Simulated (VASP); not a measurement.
Runs of VASP 6.6.1 on AlGa2P3. The structure is that of space group I-4m2 (No. 119), or close to it. The cells are those of the table. 

```csv
task,cell,k mesh,cutoff (eV),smearing,gap on the mesh (eV),pressure (GPa),largest force (eV/Å)
single point,"a = 8.692 Å, angles 154.1, 154.1, 37.0°, 6 atoms",6 × 6 × 6,520,gaussian 0.1 eV,1.67,0.0,0.01
single point,"a = 8.409 Å, angles 154.2, 154.2, 36.9°, 6 atoms",6 × 6 × 6,520,gaussian 0.1 eV,(a),10.3,0.05
relaxation of cell and atoms,"relaxed from a = 8.409 Å, angles 154.2, 154.2, 36.9°, 6 atoms",6 × 6 × 6,600,gaussian 0.1 eV,1.67,0.1,0.02
single point,"a = 8.705 Å, angles 154.1, 154.1, 36.9°, 6 atoms",10 × 10 × 10,520,gaussian 0.02 eV,1.67,0.0,-
```

Alike in all rows: level PBE; potentials or basis VASP PAW PBE potentials, release 64 (Al, Ga_d, P); no spin polarisation.

Question: Fill in the values left out.

Answer: (a) 1.44.

Caveats: the cell stands under pressure (at least some runs).

A k mesh can miss the band edges, and the runs leave out spin-orbit coupling on Ga.
